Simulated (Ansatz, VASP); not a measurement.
Al4O: VASP beside Ansatz

```xyz
5
Lattice="4.2160 0.0000 0.0000 -2.1080 3.6512 0.0000 0.0000 0.0000 5.6174" Properties=species:S:1:pos:R:3 pbc="T T T"
Al    2.1080    0.0000    2.8087
Al   -1.0540    1.8256    2.8087
Al    1.0540    1.8256    2.8087
Al    0.0000    0.0000    2.8087
O     0.0000    0.0000    0.0000
```

Alike in both runs: task single point; functional PBE; k mesh 6 × 6 × 4; occupations gaussian, width 0.1 eV; collinear spin.

```csv
,VASP,Ansatz
version,VASP 6.6.1,Ansatz 0.2.0
potentials or method,"VASP PAW PBE potentials, release 64 (Al, O), cutoff 520 eV","scalar-relativistic, plane waves, PAW"
valence electrons in the cell,18,18
```

Ansatz gave:

- gap on the k mesh at the Fermi level (eV): none
- net moment per atom (μB): 0.16
- size of the moment on the site where the two differ most (μB): 0.85

**Question.** Estimate VASP's values.

**Answer.** gap on the k mesh at the Fermi level (eV): none; net moment per atom (μB): 0.16; size of the moment on the site where the two differ most (μB): 0.69.

Site moments also hang on the region over which each program counts them. A gap of «none» marks a metal or a gap that the smearing closes. With one functional, cell and mesh, what is left measures potentials, basis and numerics.
